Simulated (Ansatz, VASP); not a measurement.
Al2O3: VASP beside Ansatz

```xyz
10
Lattice="2.4244 1.3997 4.5302 -2.4244 1.3997 4.5302 0.0000 -2.7995 4.5302" Properties=species:S:1:pos:R:3 pbc="T T T"
Al    0.0000    0.0000   11.5810
Al    0.0000    0.0000    8.8050
Al    0.0000    0.0000    2.0097
Al    0.0000    0.0000    4.7857
O    -0.9399   -1.3997    5.6628
O     1.6822   -0.1141    5.6628
O    -0.7422    1.5138    5.6628
O     0.9399    1.3997    7.9279
O    -1.6822    0.1141    7.9279
O     0.7422   -1.5138    7.9279
```

Alike in both runs: task single point; functional PBE; k mesh 6 × 6 × 6; occupations gaussian, width 0.05 eV; no spin polarisation.

|  | VASP | Ansatz |
| --- | --- | --- |
| version | VASP 6.6.1 | Ansatz 0.2.0 |
| potentials or method | VASP PAW PBE potentials, release 64 (Al, O), cutoff 520 eV | scalar-relativistic, plane waves, PAW |
| valence electrons in the cell | 48 | 48 |

```csv
,VASP,Ansatz,Ansatz less VASP
gap on the k mesh at the Fermi level (eV),5.17,5.18,+0.009
least direct gap on the mesh (eV),5.17,5.18,+0.009
pressure (GPa),-10.6,-10.5,+0.07
"traceless stress, the component that is largest in VASP (GPa)",-6.03,-6.02,+0.018
rms of the force components (eV/Å),0.034,0.035,+0.0014
```

Atom by atom the forces differ by 0.001 eV/Å (rms over components).
